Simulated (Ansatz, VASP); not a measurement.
Two plane-wave programs on PbS

Contents of INCAR:

```
SYSTEM = PbS
PREC = Accurate
ENCUT = 520
EDIFF = 1E-6
ISMEAR = 0
SIGMA = 0.15
LREAL = .FALSE.
LASPH = .TRUE.
NELM = 60
ALGO = Normal
ISIF = 2
LWAVE = .FALSE.
LCHARG = .FALSE.
GGA = PS
NBANDS = 17
```

Contents of KPOINTS:

```
Automatic mesh
0
G
  14 14 14
  0 0 0
```

Contents of POSCAR:

```
PbS
1.0
    3.6536590000      0.0000000000      0.0000000000
    0.0000000000      3.6536590000      0.0000000000
    0.0000000000      0.0000000000      3.8363419500
Pb S
1 1
Direct
    0.0000000000      0.0000000000      0.0000000000
    0.5000000000      0.5000000000      0.5000000000
```

Input for Ansatz:

```yaml
crystal:
  lattice:
    - [3.653659, 0.0, 0.0]
    - [0.0, 3.653659, 0.0]
    - [0.0, 0.0, 3.83634195]
  atoms:
    - { symbol: Pb, position: [0.0, 0.0, 0.0] }
    - { symbol: S, position: [0.5, 0.5, 0.5] }
basis:
  ecutwfc: 420
kpoints:
  mp_grid: { grid: [14, 14, 14] }
hamiltonian:
  xc: pbesol
scf:
  occupations: { method: gaussian, width: 0.15 }
output:
  forces: true
  stress: true
  eigenvalues: true
```

Change from the starting cell: strain +0.000 along x and y, +0.050 along z, atoms carried along.

Alike in both runs: task single point; functional PBEsol; k mesh 14 × 14 × 14; occupations gaussian, width 0.15 eV; no spin polarisation.

|  | VASP | Ansatz |
| --- | --- | --- |
| version | VASP 6.6.1 | Ansatz 0.2.0 |
| potentials or method | VASP PAW PBE potentials, release 64 (Pb_d, S), cutoff 520 eV | scalar-relativistic, plane waves, PAW |
| valence electrons in the cell | 20 | 20 |

Ansatz gave:

* gap on the k mesh at the Fermi level (eV): none
* pressure (GPa): -5.5
* traceless stress, the component that is largest in VASP (GPa): -2.56

**Question.** Which values does VASP return?

**Answer.** gap on the k mesh at the Fermi level (eV): none; pressure (GPa): -5.6; traceless stress, the component that is largest in VASP (GPa): -2.56.

VASP's potentials were made for PBE, not for PBEsol. A gap of «none» marks a metal or a gap that the smearing closes.

Spin-orbit coupling is off throughout.
